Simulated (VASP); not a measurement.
Set up this calculation in VASP 6.6.1, as the native input.

| Quantity | Value |
| --- | --- |
| Task | single point |
| Functional | PBE |
| Potentials or basis | VASP PAW PBE potentials, release 64 (Cd, Se) |
| Cutoff | 520 eV |
| k mesh | 11 × 11 × 6 |
| Occupations | fermi-dirac, width 0.05 eV |
| Spin | no spin polarisation |
| Dipole correction | no |
| Further INCAR settings | ALGO = Normal; EDIFF = 1e-06; NBANDS = 26 |

The structure of CdSe (NiAs type) lies in POSCAR:

```
CdSe
1.0
    3.5151812037      0.0000000000      0.0000000000
   -1.7575906019      3.0442362213      0.0000000000
    0.0000000000      0.0000000000      6.2339409039
Cd Se
2 2
Direct
    0.0000000000      0.0000000000      0.0000000000
    0.0000000000      0.0000000000      0.5000000000
    0.3333333333      0.6666666667      0.2500000000
    0.6666666667      0.3333333333      0.7500000000
```

The input as run:

INCAR

```
PREC = Accurate
ENCUT = 520
EDIFF = 1E-6
ISMEAR = -1
SIGMA = 0.05
LREAL = False
LASPH = True
NELM = 60
ALGO = Normal
ISIF = 2
LWAVE = False
LCHARG = False
GGA = PE
NBANDS = 26
```

KPOINTS

```
Automatic mesh
0
Gamma
  11 11 6
```

Potentials or basis: VASP PAW PBE potentials, release 64 (Cd, Se).

The run is started by

```bash
$ cat potpaw_PBE.64/Cd/POTCAR potpaw_PBE.64/Se/POTCAR > POTCAR
$ mpirun -np 1 vasp_std > vasp.out
```

It gave:

```yaml
Pressure: 51.8 GPa
Band_gap_on_the_k_mesh: zero (bands 18 and 19 overlap by 0.36 eV)
```

Caveat: the cell stands under pressure; semilocal functionals underestimate gaps, so a narrow gap can read as zero.

It took 120 s on 1 thread of Intel Xeon 8259CL (shared host), peak memory 0.25 GiB.
